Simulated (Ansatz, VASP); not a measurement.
Au: VASP beside Ansatz

```
Au
1.0
     0.00000    2.03500    2.03500
     2.03500    0.00000    2.03500
     2.03500    2.03500    0.00000
Au
1
Direct
  0.00000 0.00000 0.00000
```

Alike in both runs: task relaxation of cell and atoms; functional PBE; dispersion D3(BJ); k mesh 11 × 11 × 11; occupations fermi-dirac, width 0.05 eV; no spin polarisation.

|  | VASP | Ansatz |
| --- | --- | --- |
| version | VASP 6.6.1 | Ansatz 0.2.0 |
| potentials or method | VASP PAW PBE potentials, release 64 (Au), cutoff 500 eV | all-electron LAPW, scalar-relativistic |

VASP gave:

- relaxed volume (Å³/atom): 17.23
- relaxed length of the cell vector where the two differ most in proportion (Å): 2.899

Question: Which values does Ansatz return?

Answer: Relaxed volume (Å³/atom): 17.25; relaxed length of the cell vector where the two differ most in proportion (Å): 2.901.

Ansatz ran all-electron here, and VASP with PAW potentials.

Spin-orbit coupling is off throughout.
